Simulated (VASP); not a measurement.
# SiB2 (Cmmm) in VASP: further runs

The runs below take SiB2 through single point, relaxation of cell and atoms, with PBE.

Everything below comes from runs of VASP 6.6.1. Logs are shortened: lines on timing, memory, paths and dates and some standing lists are left out, and cuts for length are marked.

### 1 The cell of the first run

It takes space group Cmmm (No. 65, orthorhombic). Conventional cell: a = 5.350 Å, b = 8.911 Å, c = 3.008 Å, α = 90.00°, β = 90.00°, γ = 90.00°. Within 2.8 Å of Si (site symmetry 2/m) lie 4 B at 2.10 Å and 2 Si at 2.68 Å. B (site symmetry m) has 2 B at 1.65 to 1.79 Å and 2 Si at 2.10 Å within 2.2 Å.

The cell was generated, and may not be a known phase.

### 2 Single point, PBE

INCAR

```
SYSTEM = SiB2
PREC = Accurate
ENCUT = 520
EDIFF = 1E-7
ISMEAR = 0
SIGMA = 0.1
LREAL = .FALSE.
LASPH = .TRUE.
NELM = 80
ALGO = Fast
ISIF = 2
LWAVE = .FALSE.
LCHARG = .TRUE.
GGA = PE
LELF = .TRUE.
LVHAR = .TRUE.
NBANDS = 19
```

KPOINTS

```
regular mesh
0
G
  4 4 6
  0 0 0
```

POSCAR

```
SiB2
1.0
    2.6751994931     -4.4553016780      0.0000000000
    2.6751994931      4.4553016780      0.0000000000
    0.0000000000      0.0000000000      3.0083808653
Si B
2 4
Direct
    0.0000000000      0.5000000000      0.0000000000
    0.5000000000      0.0000000000      0.0000000000
    0.0745796961      0.2597788193      0.5000000000
    0.9254203039      0.7402211807      0.5000000000
    0.2597788193      0.0745796961      0.5000000000
    0.7402211807      0.9254203039      0.5000000000
```

Potentials or basis: VASP PAW PBE potentials, release 64 (Si, B).

Launch:

```console
cat potpaw_PBE.64/Si/POTCAR potpaw_PBE.64/B/POTCAR > POTCAR
mpirun -np 1 vasp_std > vasp.out
```

OUTCAR:

```text
SYSTEM = SiB2
   PREC = Accurate
   ENCUT = 520
   EDIFF = 1E-7
   ISMEAR = 0
   LREAL = .FALSE.
   LASPH = .TRUE.
   NELM = 80
   ISIF = 2
   GGA = PE

 ion  position               nearest neighbor table
   1  0.000  0.500  0.000-   3 2.10   4 2.10   3 2.10   4 2.10   2 2.68   2 2.68
   2  0.500  0.000  0.000-   5 2.10   6 2.10   5 2.10   6 2.10   1 2.68   1 2.68
   3  0.075  0.260  0.500-   5 1.65   6 1.79   1 2.10   1 2.10
   4  0.925  0.740  0.500-   6 1.65   5 1.79   1 2.10   1 2.10
   5  0.260  0.075  0.500-   3 1.65   4 1.79   2 2.10   2 2.10
   6  0.740  0.925  0.500-   4 1.65   3 1.79   2 2.10   2 2.10

  LATTYP: Found a base centered orthorhombic cell.
 ALAT       =     5.3503989862
 B/A-ratio  =     1.6654091366
 C/A-ratio  =     0.5622722479

  Lattice vectors:

 A1 = (   2.6751994931,  -4.4553016780,   0.0000000000)
 A2 = (   2.6751994931,   4.4553016780,   0.0000000000)
 A3 = (   0.0000000000,   0.0000000000,   3.0083808653)

Analysis of symmetry for initial positions (statically):
=====================================================================
 Subroutine PRICEL returns:
 Original cell was already a primitive cell.

 Routine SETGRP: Setting up the symmetry group for a
 base centered orthorhombic supercell.

 Subroutine GETGRP returns: Found  8 space group operations
 (whereof  8 operations were pure point group operations)
 out of a pool of  8 trial point group operations.

The static configuration has the point symmetry D_2h.

Analysis of symmetry for dynamics (positions and initial velocities):
=====================================================================
 Subroutine PRICEL returns:
 Original cell was already a primitive cell.

 Routine SETGRP: Setting up the symmetry group for a
 base centered orthorhombic supercell.

 Subroutine GETGRP returns: Found  8 space group operations
 (whereof  8 operations were pure point group operations)
 out of a pool of  8 trial point group operations.

The dynamic configuration has the point symmetry D_2h.

 Subroutine INISYM returns: Found  8 space group operations
 (whereof  8 operations are pure point group operations),
 and found     1 'primitive' translations

----------------------------------------------------------------------------------------

                                     Primitive cell

  volume of cell :      71.7127

[... 98 lines left out ...]
   EDIFFG = 0.1E-05   stopping-criterion for IOM
   NSW    =      0    number of steps for IOM
   IBRION =     -1    ionic relax: 0-MD 1-quasi-New 2-CG
   NFREE  =      0    steps in history (QN), initial steepest desc. (CG)
   ISIF   =      2    stress and relaxation
   ISYM   =      2    0-nonsym 1-usesym 2-fastsym
   POTIM  = 0.5000    time-step for ionic-motion
   TEBEG  =    0.0;   TEEND  =   0.0 temperature during run
   PSTRESS=    0.0 pullay stress
   NELECT =      20.0000    total number of electrons
   NUPDOWN=      -1.0000    fix difference up-down
   EMIN   =  10.00;   EMAX   =-10.00  energy-range for DOS
   EFERMI =   0.00;   METHOD = LEGACY
   ISMEAR =     0;   SIGMA  =   0.10  broadening in eV -4-tet -1-fermi 0-gaus
   EFERMI_NEDOS =   21; number of points for ismear=-14 and -15
   IALGO  =     68    algorithm
   IMIX   =      4    mixing-type and parameters
     AMIX     =   0.40;   BMIX     =  1.00
     AMIX_MAG =   1.60;   BMIX_MAG =  1.00
  volume/ion in A,a.u.               =      11.95        80.66
  Fermi-wavevector in a.u.,A,eV,Ry     =   1.069595  2.021242 15.565527  1.144034
  Thomas-Fermi vector in A             =   2.205279
   LORBIT       =      0    0 simple, 1 ext, 2 COOP (PROOUT), +10 PAW based schemes
   GGA     = PE    functional components
   LHFCALC =     F    Hartree Fock is set to
   AEXX    =    0.0000 exact exchange contribution
   IVDW    =     0    specifies the selected vdW correction
   LEPSILON=     F    determine dielectric tensor
   LRPA    =     F    only Hartree local field effects (RPA)
 non-spin polarized calculation
 RMM-DIIS sequential band-by-band and
 Gauss-broadening in eV      SIGMA  =   0.10
  energy-cutoff  :      520.00
  volume of cell :       71.71
 maximum number of plane-waves:      1951
 NGX is ok and might be reduce to    40
   NGX = 19   NGY = 19   NGZ = 11

 number of electron      19.9999999 magnetization

 Free energy of the ion-electron system (eV)
  ---------------------------------------------------
  ext. energy  EPLUGINS =         0.00000000
  ---------------------------------------------------
  free energy    TOTEN  =       -32.63262761 eV

  energy without entropy =      -32.61474143  energy(sigma->0) =      -32.62368452

 E-fermi :   4.9658     XC(G=0): -10.3101

 val. band max:        4.9515935168   @ k =   0.5000   0.2500   0.1667
 cond. band min:       4.9895644728   @ k =   0.5000   0.2500   0.0000
 fundamental gap:      0.0379709560
 Fermi energy:         4.9657582878

 k-point     1 :       0.0000    0.0000    0.0000
  band No.  band energies     occupation
      1      -8.1140      2.00000
      2      -3.3365      2.00000
      3      -2.9975      2.00000
      4      -2.7695      2.00000
      5      -1.3749      2.00000
      6       1.2165      2.00000
[... 505 lines left out ...]
      6       0.2817      2.00000
[... 11 lines left out ...]
     18      11.9731      0.00000
     19      13.6853      0.00000

 [... further k-points ...]

------------------------ aborting loop because EDIFF is reached ----------------------------------------

  FORCE on cell =-STRESS in cart. coord.  units (eV):
  Direction    XX          YY          ZZ          XY          YZ          ZX
  --------------------------------------------------------------------------------------
  -------------------------------------------------------------------------------------
  Total        0.1577727     -0.1359257      0.0141813      0.0000000      0.0000000      0.0000000
  in kB        3.5248971     -3.0367993      0.3168342      0.0000000      0.0000000      0.0000000
  external PRESSURE =       0.2683107 kB  Pullay stress =       0.0000000 kB

 VOLUME and BASIS-vectors are now :
 -----------------------------------------------------------------------------
  energy-cutoff  :      520.00
  volume of cell :       71.71
      direct lattice vectors                 reciprocal lattice vectors
     2.675199493 -4.455301678  0.000000000     0.186901949 -0.112225846  0.000000000
     2.675199493  4.455301678  0.000000000     0.186901949  0.112225846  0.000000000
     0.000000000  0.000000000  3.008380865     0.000000000  0.000000000  0.332404720

 POSITION                                       TOTAL-FORCE (eV/Angst)
 -----------------------------------------------------------------------------------
      1.33760      2.22765      0.00000        -0.000000      0.000000      0.000000
      1.33760     -2.22765      0.00000        -0.000000      0.000000      0.000000
      0.89448      0.82512      1.50419         0.005885     -0.012238      0.000000
      4.45592     -0.82512      1.50419        -0.005885      0.012238      0.000000
      0.89448     -0.82512      1.50419         0.005885      0.012238     -0.000000
      4.45592      0.82512      1.50419        -0.005885     -0.012238      0.000000
 -----------------------------------------------------------------------------------
    total drift:                                0.000000      0.000000      0.000000

  FREE ENERGIE OF THE ION-ELECTRON SYSTEM (eV)
  ---------------------------------------------------
  free  energy   TOTEN  =       -32.6326276149 eV

  energy  without entropy=      -32.6147414313  energy(sigma->0) =      -32.62368452
```

OSZICAR:

```text
N       E                     dE             d eps       ncg     rms          rms(c)
DAV:   1     0.310029510290E+02    0.31003E+02   -0.85568E+03  1064   0.908E+02
DAV:   2    -0.326652186382E+02   -0.63668E+02   -0.60745E+02  1371   0.155E+02
DAV:   3    -0.350406073315E+02   -0.23754E+01   -0.23215E+01  1397   0.265E+01
DAV:   4    -0.350604103872E+02   -0.19803E-01   -0.19791E-01  1412   0.274E+00
DAV:   5    -0.350606682190E+02   -0.25783E-03   -0.25782E-03  1391   0.310E-01    0.864E+00
RMM:   6    -0.327186935143E+02    0.23420E+01   -0.37739E+00  1079   0.712E+00    0.393E+00
RMM:   7    -0.326541430648E+02    0.64550E-01   -0.50317E-01  1178   0.332E+00    0.196E+00
RMM:   8    -0.326300172566E+02    0.24126E-01   -0.76470E-02  1204   0.148E+00    0.377E-01
RMM:   9    -0.326321211017E+02   -0.21038E-02   -0.18073E-02  1257   0.679E-01    0.148E-01
RMM:  10    -0.326325345227E+02   -0.41342E-03   -0.18082E-03  1223   0.269E-01    0.449E-02
RMM:  11    -0.326326091309E+02   -0.74608E-04   -0.43413E-04  1308   0.118E-01    0.340E-02
RMM:  12    -0.326326261173E+02   -0.16986E-04   -0.69231E-05  1298   0.499E-02    0.734E-03
RMM:  13    -0.326326271256E+02   -0.10083E-05   -0.17767E-05  1301   0.241E-02    0.713E-03
RMM:  14    -0.326326275298E+02   -0.40420E-06   -0.30648E-06  1281   0.102E-02    0.241E-03
RMM:  15    -0.326326276149E+02   -0.85092E-07   -0.88514E-07  1140   0.501E-03
   1 F= -.32632628E+02 E0= -.32623685E+02  d E =-.178862E-01
```

stdout:

```text
POSCAR found type information on POSCAR SiB
 POSCAR found :  2 types and       6 ions
 scaLAPACK will be used
 LDA part: xc-table for (Slater+PW92), standard interpolation
 POSCAR, INCAR and KPOINTS ok, starting setup
 FFT: planning ... GRIDC
 FFT: planning ... GRID_SOFT
 FFT: planning ... GRID
 WAVECAR not read
 entering main loop
```

Run time: 74 s. Hardware: 1 thread of Oxide Virtual Turin-like, shared host; peak memory 0.16 GiB.

What came out:

```
Free energy            : -32.6326 eV
Pressure               : 0.0 GPa
Largest force          : 0.014 eV/Å
Band gap on the k mesh : zero (bands 10 and 11 overlap by 4.63 eV)
```

Forces in eV/Å, atoms in the order of the input:
```
Si   0.000  0.000  0.000
Si   0.000  0.000  0.000
B    0.006 -0.012  0.000
B   -0.006  0.012  0.000
B    0.006  0.012  0.000
B   -0.006 -0.012  0.000
```

Levels at points of the mesh, in eV from the Fermi level:
| k point | band 6 | band 7 | band 8 | band 9 | band 10 | band 11 | band 12 | band 13 | band 14 | band 15 |
| --- | --- | --- | --- | --- | --- | --- | --- | --- | --- | --- |
| (0.00, 0.00, 0.00) | -3.75 | -2.87 | -0.82 | 0.68 | 3.50 | 3.51 | 3.52 | 3.57 | 3.74 | 6.12 |
| (0.50, 0.00, 0.00) | -2.48 | -2.30 | -0.62 | -0.18 | 1.36 | 1.61 | 2.15 | 3.62 | 4.37 | 5.25 |
| (0.50, 0.50, 0.00) | -3.12 | -2.99 | -1.42 | 0.48 | 0.83 | 1.55 | 2.13 | 3.75 | 5.73 | 6.56 |
| (0.00, 0.00, 0.50) | -4.17 | -4.17 | -3.76 | -2.26 | -1.39 | -1.02 | -0.24 | 0.72 | 2.28 | 5.40 |
| (0.50, 0.00, 0.50) | -4.68 | -3.16 | -2.95 | -0.97 | -0.82 | -0.36 | 1.90 | 2.16 | 2.55 | 4.83 |
| (0.50, 0.50, 0.50) | -5.04 | -2.55 | -1.92 | -1.77 | -0.95 | 0.05 | 0.07 | 0.43 | 4.21 | 5.20 |

### 3 Single point, PBE

This run uses another cell than the first one, of 12.04 Å³/atom.

INCAR

```
SYSTEM = SiB2
PREC = Accurate
ENCUT = 520
EDIFF = 1E-7
ISMEAR = 0
SIGMA = 0.1
LREAL = .FALSE.
LASPH = .TRUE.
NELM = 100
ALGO = Fast
ISIF = 2
LWAVE = .FALSE.
LCHARG = .FALSE.
GGA = PE
NBANDS = 19
```

KPOINTS

```
regular mesh
0
G
  8 8 12
  0 0 0
```

POSCAR

```
SiB2
1.0
    2.8791094585     -3.6970268535      0.0000000000
    2.8791094585      3.6970268535      0.0000000000
    0.0000000000      0.0000000000      3.3945495277
Si B
2 4
Direct
    0.0000000000      0.5000000000      0.0000000000
    0.5000000000      0.0000000000      0.0000000000
    0.0332959213      0.2710010112      0.5000000000
    0.9667040787      0.7289989888      0.5000000000
    0.2710010112      0.0332959213      0.5000000000
    0.7289989888      0.9667040787      0.5000000000
```

Potentials or basis: VASP PAW PBE potentials, release 64 (Si, B).

Launch:

```console
cat potpaw_PBE.64/Si/POTCAR potpaw_PBE.64/B/POTCAR > POTCAR
mpirun -np 1 vasp_std > vasp.out
```

It took 5.6 min on 1 thread of Oxide Virtual Turin-like, shared host; peak memory 0.26 GiB.

Results (log left out):

```
Free energy            : -32.9088 eV
Pressure               : 0.0 GPa
Largest force          : 0.008 eV/Å
Band gap on the k mesh : zero (bands 10 and 11 overlap by 2.01 eV)
```

Forces in eV/Å, atoms in the order of the input:
```
Si   0.000  0.000  0.000
Si   0.000  0.000  0.000
B    0.007  0.004  0.000
B   -0.007 -0.004  0.000
B    0.007 -0.004  0.000
B   -0.007  0.004  0.000
```

Levels at points of the mesh, in eV from the Fermi level:
| k point | band 6 | band 7 | band 8 | band 9 | band 10 | band 11 | band 12 | band 13 | band 14 | band 15 |
| --- | --- | --- | --- | --- | --- | --- | --- | --- | --- | --- |
| (0.00, 0.00, 0.00) | -4.21 | -2.35 | -1.96 | -0.61 | 0.14 | 1.46 | 1.90 | 2.91 | 2.97 | 3.98 |
| (0.50, 0.00, 0.00) | -3.35 | -2.84 | -2.39 | -1.02 | 0.09 | 1.14 | 1.75 | 1.79 | 2.08 | 3.56 |
| (0.50, 0.50, 0.00) | -2.24 | -1.78 | -1.51 | -1.20 | -1.08 | -0.97 | 0.91 | 2.35 | 3.38 | 4.22 |
| (0.00, 0.00, 0.50) | -5.40 | -4.91 | -4.03 | -2.86 | -1.40 | -0.16 | 1.32 | 1.58 | 5.18 | 5.27 |
| (0.50, 0.00, 0.50) | -4.79 | -3.09 | -2.84 | -2.27 | -1.59 | 0.71 | 0.93 | 1.69 | 3.65 | 5.82 |
| (0.50, 0.50, 0.50) | -6.36 | -3.89 | -2.54 | -1.66 | -0.29 | 0.44 | 1.40 | 1.71 | 5.52 | 6.43 |

### 4 Relaxation of cell and atoms, PBE

INCAR

```
PREC = Accurate
ENCUT = 600
EDIFF = 1E-6
ISMEAR = 0
SIGMA = 0.1
LREAL = False
LASPH = True
NELM = 80
ALGO = Fast
ISIF = 3
LWAVE = False
LCHARG = False
GGA = PE
IBRION = 2
NSW = 100
EDIFFG = -0.01
```

KPOINTS

```
regular mesh
0
Gamma
  8 8 12
```

POSCAR

```
SiB2
1.0
    2.6751994931     -4.4553016780      0.0000000000
    2.6751994931      4.4553016780      0.0000000000
    0.0000000000      0.0000000000      3.0083808653
Si B
2 4
Direct
    0.0000000000      0.5000000000      0.0000000000
    0.5000000000      0.0000000000      0.0000000000
    0.0745796961      0.2597788193      0.5000000000
    0.9254203039      0.7402211807      0.5000000000
    0.2597788193      0.0745796961      0.5000000000
    0.7402211807      0.9254203039      0.5000000000
```

Launch:

```console
cat potpaw_PBE.64/Si/POTCAR potpaw_PBE.64/B/POTCAR > POTCAR
mpirun -np 1 vasp_std > vasp.out
```

Run time: 89 min. Hardware: 1 thread of Oxide Virtual Turin-like, shared host; peak memory 0.3 GiB.

Results (log left out):

```
Free energy                           : -33.8265 eV
Relaxed volume                        : 11.06 Å³/atom
Relaxed cell                          : a = 4.151 Å, b = 4.151 Å, c = 3.851 Å, α = 90.00°, β = 90.00°, γ = 90.13°
Space group after relaxing (to 0.1 Å) : P4/mmm (No. 123)
Energy gained by relaxing             : 204.1 meV/atom
Ionic steps                           : 51
Pressure after relaxing               : 0.0 GPa
Largest force after relaxing          : 0.003 eV/Å
Band gap on the k mesh                : zero (bands 10 and 11 overlap by 2.77 eV)
```

Forces in eV/Å, atoms in the order of the input:
```
Si   0.000  0.000  0.000
Si   0.000  0.000  0.000
B   -0.002  0.002  0.000
B    0.002 -0.002  0.000
B   -0.002 -0.002  0.000
B    0.002  0.002  0.000
```

Stress tensor (GPa, compression positive):
```
 0.00  0.00  0.00
 0.00 -0.02  0.00
 0.00  0.00  0.12
```

Step by step:
| step | energy change (eV) | largest force (eV/Å) | pressure (GPa) | volume (Å³) |
| --- | --- | --- | --- | --- |
| 1 | 0.0000 | 0.1047 | -0.08 | 71.71 |
| 3 | -0.0061 | 0.1634 | 0.49 | 71.65 |
| 5 | -0.0155 | 0.1543 | -0.56 | 72.28 |
| 7 | -0.0296 | 0.1734 | -0.41 | 72.27 |
| 9 | -0.0332 | 0.3481 | -0.40 | 72.23 |
| 11 | -0.0361 | 0.4916 | -0.44 | 72.18 |
| 13 | -0.0437 | 0.5282 | -0.73 | 72.07 |
| 15 | -0.0767 | 0.2939 | -0.82 | 71.82 |
| 17 | -0.1210 | 0.3705 | -1.32 | 70.55 |
| 19 | -0.2393 | 0.4454 | 0.91 | 68.57 |
| 21 | 1.0449 | 5.8767 | 37.95 | 56.10 |
| 23 | -0.4681 | 1.8426 | 17.10 | 60.49 |
| 25 | -0.5356 | 1.6933 | 14.07 | 61.42 |
| 27 | -0.5572 | 1.7231 | 14.78 | 61.14 |
| 29 | -0.5737 | 1.7312 | 14.75 | 61.12 |
| 31 | -0.7081 | 1.5584 | 12.55 | 61.66 |
| 33 | -1.0769 | 0.9046 | 5.43 | 63.86 |
| 35 | -1.2178 | 0.0384 | -0.18 | 66.37 |
| 37 | -1.2178 | 0.0690 | 0.05 | 66.25 |
| 39 | -1.2190 | 0.0666 | 0.20 | 66.20 |
| 41 | -1.2201 | 0.1089 | 0.40 | 66.14 |
| 43 | -1.2221 | 0.0344 | 0.21 | 66.23 |
| 45 | -1.2238 | 0.0665 | -0.08 | 66.39 |
| 47 | -1.2238 | 0.0774 | -0.38 | 66.62 |
| 49 | -1.2246 | 0.0109 | -0.11 | 66.44 |
| 51 | -1.2246 | 0.0030 | 0.03 | 66.36 |

Final structure:
```
Si B
1.0
     2.93208   -2.93852    0.00000
     2.93208    2.93852    0.00000
     0.00000    0.00000    3.85113
Si B
2 4
Cartesian
  1.4660 1.4693 0.0000
  1.4660 -1.4693 0.0000
  0.8594 0.8583 1.9256
  5.0047 -0.8583 1.9256
  0.8594 -0.8583 1.9256
  5.0047 0.8583 1.9256
```

Levels at points of the mesh, in eV from the Fermi level:
```
           k point  band 7  band 8  band 9  band 10  band 11  band 12  band 13  band 14
(0.00, 0.00, 0.00)   -3.46   -1.93   -0.36     2.08     2.10     2.12     2.13     2.86
(0.50, 0.00, 0.00)   -3.57   -2.84   -2.36    -1.63     2.18     2.44     2.63     2.76
(0.50, 0.50, 0.00)   -1.93   -1.16   -1.14    -1.11    -0.08    -0.05     0.65     4.22
(0.00, 0.00, 0.50)   -4.74   -2.97   -2.96     0.13     1.31     3.68     3.75     5.64
(0.50, 0.00, 0.50)   -2.44   -1.94   -1.59    -1.13     0.28     0.37     4.57     5.15
(0.50, 0.50, 0.50)   -4.64   -3.63    0.07     0.12     3.96     5.68     5.97     6.95
```

Caveat: a cell axis changed by over 15 % at a fixed basis, so the end point is rough.

### 5 The runs side by side

| task | cell | k mesh | cutoff (eV) | gap on the mesh (eV) | pressure (GPa) | largest force (eV/Å) |
| --- | --- | --- | --- | --- | --- | --- |
| single point | a = 5.197, b = 5.197, c = 3.008 Å, angles 90.0, 90.0, 118.0°, 6 atoms, atomic positions A | 4 × 4 × 6 | 520 | none | 0.0 | 0.01 |
| single point | a = 4.686, b = 4.686, c = 3.395 Å, angles 90.0, 90.0, 104.2°, 6 atoms, atomic positions B | 8 × 8 × 12 | 520 | none | 0.0 | 0.01 |
| relaxation of cell and atoms | relaxed from a = 5.197, b = 5.197, c = 3.008 Å, angles 90.0, 90.0, 118.0°, 6 atoms, atomic positions A | 8 × 8 × 12 | 600 | none | 0.0 | - |

Alike in all rows: level PBE; potentials or basis VASP PAW PBE potentials, release 64 (Si, B); no spin polarisation; smearing gaussian 0.1 eV.

Caveats: a cell axis changed by over 15 % at a fixed basis, so the end point is rough (at least some runs).

Total energies depend on the potentials used, so only differences within one code and one set of settings carry meaning.

The gap in the log of VASP goes by the Fermi energy; the results here count the filled bands.